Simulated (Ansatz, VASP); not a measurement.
**One calculation of Al, two programs**

```
CELL_PARAMETERS angstrom
2.97200 0.00000 0.00000
-1.48600 2.57383 0.00000
0.00000 0.00000 8.84180
ATOMIC_POSITIONS crystal
Al 0.00000 0.00000 0.00000
Al 0.33333 0.66667 0.25000
Al 0.00000 0.00000 0.50000
Al 0.66667 0.33333 0.75000
```

Alike in both runs: task single point; functional PBE; dispersion D3(BJ); k mesh 18 × 18 × 4; occupations gaussian, width 0.15 eV; no spin polarisation.

|  | VASP | Ansatz |
| --- | --- | --- |
| version | VASP 6.6.1 | Ansatz 0.2.0 |
| potentials or method | VASP PAW PBE potentials, release 64 (Al), cutoff 520 eV | scalar-relativistic, plane waves, PAW |
| valence electrons in the cell | 12 | 12 |

|  | VASP | Ansatz | Ansatz less VASP |
| --- | --- | --- | --- |
| gap on the k mesh at the Fermi level (eV) | none | none | - |
| pressure (GPa) | -4.0 | -4.0 | +0.01 |
| traceless stress, the component that is largest in VASP (GPa) | 4.14 | 4.14 | +0.004 |

A gap of «none» marks a metal or a gap that the smearing closes.
